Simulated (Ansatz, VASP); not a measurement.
**Mo: VASP beside Ansatz**

The input INCAR:

```
SYSTEM = Mo
PREC = Accurate ; ENCUT = 600
EDIFF = 1E-7 ; ISMEAR = -1
SIGMA = 0.05 ; LREAL = .FALSE.
LASPH = .TRUE. ; NELM = 60
ALGO = Normal ; ISIF = 3
LWAVE = .FALSE. ; LCHARG = .FALSE.
IBRION = 2 ; NSW = 60
EDIFFG = -0.005
```

File KPOINTS:

```
regular mesh
0
G
  19 19 19
  0 0 0
```

The input POSCAR:

```
Mo
1.0
   -1.5733879534      1.5733879534      1.5733879534
    1.5733879534     -1.5733879534      1.5733879534
    1.5733879534      1.5733879534     -1.5733879534
Mo
1
Direct
    0.0000000000      0.0000000000      0.0000000000
```

Input for Ansatz:

```yaml
crystal:
  lattice:
    - [-1.5733879534, 1.5733879534, 1.5733879534]
    - [1.5733879534, -1.5733879534, 1.5733879534]
    - [1.5733879534, 1.5733879534, -1.5733879534]
  atoms:
    - { symbol: Mo, position: [0.0, 0.0, 0.0] }
kpoints:
  mp_grid: { grid: [19, 19, 19] }
scf:
  occupations: { method: fermi_dirac, width: 0.05 }
hamiltonian:
  xc: lda
  pseudopotentials: { kind: paw }
output:
  forces: true
  stress: true
relax:
  f_tol: 0.005
  max_steps: 40
  cell: {}
```

Alike in both runs: task relaxation of cell and atoms; functional LDA; k mesh 19 × 19 × 19; occupations fermi-dirac, width 0.05 eV; no spin polarisation.

|  | VASP | Ansatz |
| --- | --- | --- |
| version | VASP 6.6.1 | Ansatz 0.2.0 |
| potentials or method | VASP PAW LDA potentials, release 64 (Mo_sv) | PAW with Ansatz's default frozen-core files, scalar-relativistic |
| plane-wave cutoff (eV) | 600 | 420 |
| valence electrons in the cell | 14 | 14 |

VASP gave:

| Property | Result |
| --- | --- |
| relaxed volume (Å³/atom) | 15.12 |
| relaxed cell length with the largest relative difference (Å) | 2.698 |

Task: What did Ansatz give for the same quantities?

Result: Relaxed volume (Å³/atom): 15.06; relaxed cell length with the largest relative difference (Å): 2.694.

LDA's correlation is that of Perdew and Zunger in VASP and of Perdew and Wang (1992) in Ansatz.
